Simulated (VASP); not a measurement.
# Cs (Pm-3m) in VASP: further runs

Runs on Cs. Level: LDA. Tasks: single point.

All numbers are computed with VASP 6.6.1; they aren't measurements. Logs are shortened: lines on timing, memory, paths and dates and some standing lists are left out, and cuts for length are marked.

## Step 1: The cell of the first run

The structure is cubic, space group Pm-3m (No. 221). The conventional cell has a = 4.737 Å, b = 4.737 Å, c = 4.737 Å, α = 90.00°, β = 90.00°, γ = 90.00°.

This isn't the form of Cs at room conditions, which is bcc.

## Step 2: Single point, LDA

INCAR reads:

```
SYSTEM = Cs
  PREC = Accurate
  ENCUT = 520
  EDIFF = 1E-7
  ISMEAR = -1
  SIGMA = 0.1
  LREAL = .FALSE.
  LASPH = .TRUE.
  NELM = 100
  ALGO = Normal
  ISIF = 2
  LWAVE = .FALSE.
  LCHARG = .FALSE.
  NBANDS = 10
```

KPOINTS reads:

```
regular mesh
0
G
  7 7 7
  0 0 0
```

POSCAR reads:

```
Cs
1.0
    4.7366819425      0.0000000000      0.0000000000
    0.0000000000      4.7366819425      0.0000000000
    0.0000000000      0.0000000000      4.7366819425
Cs
1
Direct
    0.0000000000      0.0000000000      0.0000000000
```

Potentials or basis: VASP PAW LDA potentials, release 64 (Cs_sv).

The run is started by

```console
$ cat potpaw_LDA.64/Cs_sv/POTCAR > POTCAR
$ mpirun -np 1 vasp_std > vasp.out
```

OUTCAR:

```text
SYSTEM = Cs
   PREC = Accurate
   ENCUT = 520
   EDIFF = 1E-7
   ISMEAR = -1
   LREAL = .FALSE.
   LASPH = .TRUE.
   NELM = 100
   ISIF = 2

 ion  position               nearest neighbor table
   1  0.000  0.000  0.000-

  LATTYP: Found a simple cubic cell.
 ALAT       =     4.7366819425

  Lattice vectors:

 A1 = (   4.7366819425,   0.0000000000,   0.0000000000)
 A2 = (   0.0000000000,   4.7366819425,   0.0000000000)
 A3 = (   0.0000000000,   0.0000000000,   4.7366819425)

Analysis of symmetry for initial positions (statically):
=====================================================================
 Subroutine PRICEL returns:
 Original cell was already a primitive cell.

 Routine SETGRP: Setting up the symmetry group for a
 simple cubic supercell.

 Subroutine GETGRP returns: Found 48 space group operations
 (whereof 48 operations were pure point group operations)
 out of a pool of 48 trial point group operations.

The static configuration has the point symmetry O_h .

Analysis of symmetry for dynamics (positions and initial velocities):
=====================================================================
 Subroutine PRICEL returns:
 Original cell was already a primitive cell.

 Routine SETGRP: Setting up the symmetry group for a
 simple cubic supercell.

 Subroutine GETGRP returns: Found 48 space group operations
 (whereof 48 operations were pure point group operations)
 out of a pool of 48 trial point group operations.

The dynamic configuration has the point symmetry O_h .

 Subroutine INISYM returns: Found 48 space group operations
 (whereof 48 operations are pure point group operations),
 and found     1 'primitive' translations

----------------------------------------------------------------------------------------

                                     Primitive cell

  volume of cell :     106.2729

  direct lattice vectors                    reciprocal lattice vectors
     4.736681942  0.000000000  0.000000000     0.211118249  0.000000000  0.000000000
     0.000000000  4.736681942  0.000000000     0.000000000  0.211118249  0.000000000
     0.000000000  0.000000000  4.736681942     0.000000000  0.000000000  0.211118249

  length of vectors
     4.736681942  4.736681942  4.736681942     0.211118249  0.211118249  0.211118249

  position of ions in fractional coordinates (direct lattice)
     0.000000000  0.000000000  0.000000000

  ion indices of the primitive-cell ions
   primitive index   ion index
                 1           1

----------------------------------------------------------------------------------------

 KPOINTS: regular mesh

Automatic generation of k-mesh.
 Grid dimensions read from file:
 generate k-points for:    7    7    7

 Generating k-lattice:

  Cartesian coordinates                     Fractional coordinates (reciprocal lattice)
     0.030159750  0.000000000  0.000000000     0.142857143  0.000000000  0.000000000
     0.000000000  0.030159750  0.000000000     0.000000000  0.142857143  0.000000000
     0.000000000  0.000000000  0.030159750     0.000000000  0.000000000  0.142857143

  Length of vectors
     0.030159750  0.030159750  0.030159750

  Shift w.r.t. Gamma in fractional coordinates (k-lattice)
     0.000000000  0.000000000  0.000000000

 Subroutine IBZKPT returns following result:
 ===========================================

 Found     20 irreducible k-points:

 Following reciprocal coordinates:
            Coordinates               Weight
  0.000000  0.000000  0.000000      1.000000
  0.142857  0.000000  0.000000      6.000000
  0.285714  0.000000  0.000000      6.000000
  0.428571  0.000000  0.000000      6.000000
  0.142857  0.142857  0.000000     12.000000
  0.285714  0.142857  0.000000     24.000000
[... 12 lines left out ...]
  0.428571  0.428571  0.285714     24.000000
  0.428571  0.428571  0.428571      8.000000
   k-points           NKPTS =     20   k-points in BZ     NKDIM =     20   number of bands    NBANDS=     10
   number of dos      NEDOS =    301   number of ions     NIONS =      1
   total plane-waves  NPLWV =  46656
   dimension x,y,z NGX =    36 NGY =   36 NGZ =   36
   dimension x,y,z NGXF=    72 NGYF=   72 NGZF=   72
   ions per type =               1
   NGX,Y,Z   is equivalent  to a cutoff of  12.64, 12.64, 12.64 a.u.
   NGXF,Y,Z  is equivalent  to a cutoff of  25.27, 25.27, 25.27 a.u.
 SYSTEM =  Cs
   PREC   = accura    normal or accurate (medium, high low for compatibility)
   ISTART =      0    job   : 0-new  1-cont  2-samecut
   ICHARG =      2    charge: 1-file 2-atom 10-const
   ISPIN  =      1    spin polarized calculation?
   LNONCOLLINEAR =      F non collinear calculations
   LSORBIT =      F    spin-orbit coupling
   LASPH  =      T    aspherical Exc in radial PAW
   ENCUT  =  520.0 eV  38.22 Ry    6.18 a.u.   8.81  8.81  8.81*2*pi/ulx,y,z
   NELM   =    100;   NELMIN=  2; NELMDL= -5     # of ELM steps
   EDIFF  = 0.1E-06   stopping-criterion for ELM
   LREAL  =      F    real-space projection
   EDIFFG = 0.1E-05   stopping-criterion for IOM
   NSW    =      0    number of steps for IOM
   IBRION =     -1    ionic relax: 0-MD 1-quasi-New 2-CG
   NFREE  =      0    steps in history (QN), initial steepest desc. (CG)
   ISIF   =      2    stress and relaxation
   ISYM   =      2    0-nonsym 1-usesym 2-fastsym
   POTIM  = 0.5000    time-step for ionic-motion
   TEBEG  =    0.0;   TEEND  =   0.0 temperature during run
   PSTRESS=    0.0 pullay stress
   NELECT =       9.0000    total number of electrons
   NUPDOWN=      -1.0000    fix difference up-down
   EMIN   =  10.00;   EMAX   =-10.00  energy-range for DOS
   EFERMI =   0.00;   METHOD = LEGACY
   ISMEAR =    -1;   SIGMA  =   0.10  broadening in eV -4-tet -1-fermi 0-gaus
   EFERMI_NEDOS =   21; number of points for ismear=-14 and -15
   IALGO  =     38    algorithm
   IMIX   =      4    mixing-type and parameters
     AMIX     =   0.40;   BMIX     =  1.00
     AMIX_MAG =   1.60;   BMIX_MAG =  1.00
  volume/ion in A,a.u.               =     106.27       717.17
  Fermi-wavevector in a.u.,A,eV,Ry     =   0.718921  1.358565  7.032145  0.516848
  Thomas-Fermi vector in A             =   1.807984
   LORBIT       =      0    0 simple, 1 ext, 2 COOP (PROOUT), +10 PAW based schemes
   GGA     = CA    functional components
   LHFCALC =     F    Hartree Fock is set to
   AEXX    =    0.0000 exact exchange contribution
   IVDW    =     0    specifies the selected vdW correction
   LEPSILON=     F    determine dielectric tensor
   LRPA    =     F    only Hartree local field effects (RPA)
 non-spin polarized calculation
  energy-cutoff  :      520.00
  volume of cell :      106.27
 maximum number of plane-waves:      2897
 NGX is ok and might be reduce to    36
   NGX = 17   NGY = 17   NGZ = 17

 number of electron       8.9999996 magnetization

 Free energy of the ion-electron system (eV)
  ---------------------------------------------------
  ext. energy  EPLUGINS =         0.00000000
  ---------------------------------------------------
  free energy    TOTEN  =        -0.90949918 eV

  energy without entropy =       -0.86954349  energy(sigma->0) =       -0.88952134

 E-fermi :   0.5267     XC(G=0):  -5.7328

 val. band max:        0.4700534969   @ k =   0.4286   0.1429   0.1429
 cond. band min:       0.6165562876   @ k =   0.2857   0.2857   0.2857
 fundamental gap:      0.1465027906
 Fermi energy:         0.5267289133

 k-point     1 :       0.0000    0.0000    0.0000
  band No.  band energies     occupation
      1     -23.4215      2.00000
      2     -10.1035      2.00000
      3     -10.1035      2.00000
      4     -10.1035      2.00000
      5      -1.2473      2.00000
      6       1.7354      0.00001
      7       1.7354      0.00001
      8       5.1303      0.00000
      9       5.1303      0.00000
     10       5.1303      0.00000

 k-point     2 :       0.1429    0.0000    0.0000
  band No.  band energies     occupation
      1     -23.4189      2.00000
      2     -10.1593      2.00000
      3     -10.0987      2.00000
      4     -10.0987      2.00000
      5      -1.0548      2.00000
      6       1.8075      0.00001
      7       1.8291      0.00000
      8       4.5519      0.00000
      9       4.5519      0.00000
     10       5.1646      0.00000

 k-point     3 :       0.2857    0.0000    0.0000
  band No.  band energies     occupation
      1     -23.4129      2.00000
      2     -10.2803      2.00000
      3     -10.0880      2.00000
      4     -10.0880      2.00000
      5      -0.5463      1.99996
      6       1.7912      0.00001
      7       1.9897      0.00000
      8       3.8927      0.00000
      9       3.8927      0.00000
     10       4.9605      0.00000

 k-point     4 :       0.4286    0.0000    0.0000
  band No.  band energies     occupation
      1     -23.4082      2.00000
      2     -10.3732      2.00000
      3     -10.0793      2.00000
      4     -10.0793      2.00000
      5       0.0915      1.97457
      6       1.2783      0.00109
      7       2.1632      0.00000
      8       3.5305      0.00000
      9       3.5305      0.00000
     10       5.3120      0.00000
[... 170 lines left out ...]
 k-point    18 :       0.4286    0.2857    0.2857
  band No.  band energies     occupation
      1     -23.3916      2.00000
      2     -10.3275      2.00000
      3     -10.2319      2.00000
      4     -10.2247      2.00000
      5       0.9998      0.01749
      6       1.8213      0.00000
      7       2.0485      0.00000
      8       3.2307      0.00000
      9       3.3515      0.00000
     10       4.2060      0.00000

 k-point    19 :       0.4286    0.4286    0.2857
  band No.  band energies     occupation
      1     -23.3870      2.00000
      2     -10.3157      2.00000
      3     -10.3142      2.00000
      4     -10.2175      2.00000
      5       1.1110      0.00579
      6       1.8371      0.00000
      7       1.9194      0.00000
      8       3.0979      0.00000
      9       4.2821      0.00000
     10       4.3990      0.00000

 k-point    20 :       0.4286    0.4286    0.4286
  band No.  band energies     occupation
      1     -23.3824      2.00000
      2     -10.3042      2.00000
      3     -10.3021      2.00000
      4     -10.3021      2.00000
      5       1.3753      0.00041
      6       1.6005      0.00004
      7       1.6005      0.00004
      8       4.0980      0.00000
      9       4.3444      0.00000
     10       4.5390      0.00000

------------------------ aborting loop because EDIFF is reached ----------------------------------------

  FORCE on cell =-STRESS in cart. coord.  units (eV):
  Direction    XX          YY          ZZ          XY          YZ          ZX
  --------------------------------------------------------------------------------------
  -------------------------------------------------------------------------------------
  Total       -0.0079421     -0.0079421     -0.0079421      0.0000000      0.0000000      0.0000000
  in kB       -0.1197362     -0.1197362     -0.1197362      0.0000000      0.0000000      0.0000000
  external PRESSURE =      -0.1197362 kB  Pullay stress =       0.0000000 kB

 VOLUME and BASIS-vectors are now :
 -----------------------------------------------------------------------------
  energy-cutoff  :      520.00
  volume of cell :      106.27
      direct lattice vectors                 reciprocal lattice vectors
     4.736681942  0.000000000  0.000000000     0.211118249  0.000000000  0.000000000
     0.000000000  4.736681942  0.000000000     0.000000000  0.211118249  0.000000000
     0.000000000  0.000000000  4.736681942     0.000000000  0.000000000  0.211118249

 POSITION                                       TOTAL-FORCE (eV/Angst)
 -----------------------------------------------------------------------------------
      0.00000      0.00000      0.00000         0.000000      0.000000      0.000000
 -----------------------------------------------------------------------------------
    total drift:                                0.000000     -0.000000     -0.000000

  FREE ENERGIE OF THE ION-ELECTRON SYSTEM (eV)
  ---------------------------------------------------
  free  energy   TOTEN  =        -0.9094991835 eV

  energy  without entropy=       -0.8695434872  energy(sigma->0) =       -0.88952134
```

Wall time 5.6 s (1 thread of AMD EPYC 9R45 (Zen 5), shared host); peak memory 0.14 GiB.

Results:

| Property | Result |
| --- | --- |
| Free energy | -0.9095 eV |
| Pressure | 0.0 GPa |
| Band gap on the k mesh | zero (an odd number of electrons rules out a gap without spin polarisation) |

Caveat: spin-orbit coupling is left out, which moves the levels of the heavy elements.

## Step 3: Single point, LDA (93.52 Å³/atom)

This run uses another cell than the first one, of 93.52 Å³/atom.

INCAR reads:

```
ALGO     = Normal         # electronic algorithm
EDIFF    = 1E-7           # SCF threshold, eV
ENCUT    = 520            # plane-wave cutoff, eV
ISIF     = 2              # what is computed and relaxed
ISMEAR   = -1             # smearing method
LASPH    = True           # aspherical terms in the spheres
LCHARG   = False          # write CHGCAR
LREAL    = False          # projectors in reciprocal space
LWAVE    = False          # write WAVECAR
NBANDS   = 10             # bands
NELM     = 60             # most SCF steps
PREC     = Accurate       # precision mode
SIGMA    = 0.1            # smearing width, eV
```

KPOINTS reads:

```
k-points
0
Gamma
  8 8 8
```

POSCAR reads:

```
Cs
1.0
    4.5390863832      0.0000000000      0.0000000000
    0.0000000000      4.5390863832      0.0000000000
    0.0000000000      0.0000000000      4.5390863832
Cs
1
Direct
    0.0000000000      0.0000000000      0.0000000000
```

Potentials or basis: VASP PAW LDA potentials, release 64 (Cs_sv).

The run is started by

```console
$ cat potpaw_LDA.64/Cs_sv/POTCAR > POTCAR
$ mpirun -np 1 vasp_std > vasp.out
```

Run time: 8.9 s. Hardware: 1 thread of AMD EPYC 9R45 (Zen 5), shared host; peak memory 0.15 GiB.

The run converged. Its results:

```
Free energy            : -0.9018 eV
Pressure               : 0.2 GPa
Band gap on the k mesh : zero (an odd number of electrons rules out a gap without spin polarisation)
```

Levels at points of the mesh, in eV from the Fermi level:
| k point | band 1 | band 2 | band 3 | band 4 | band 5 | band 6 | band 7 | band 8 |
| --- | --- | --- | --- | --- | --- | --- | --- | --- |
| (0.00, 0.00, 0.00) | -23.92 | -10.55 | -10.55 | -10.55 | -1.88 | 1.15 | 1.15 | 4.98 |
| (0.50, 0.00, 0.00) | -23.89 | -10.96 | -10.51 | -10.51 | -0.24 | 0.70 | 1.66 | 3.10 |
| (0.50, 0.50, 0.00) | -23.87 | -10.90 | -10.90 | -10.47 | 0.02 | 1.26 | 2.66 | 2.66 |
| (0.50, 0.50, 0.50) | -23.85 | -10.84 | -10.84 | -10.84 | 0.89 | 0.89 | 0.89 | 3.31 |

Caveat: spin-orbit coupling is left out, which moves the levels of the heavy elements.

(Continued in part 2 of 2.)

The gap in the log of VASP goes by the Fermi energy; the results here count the filled bands.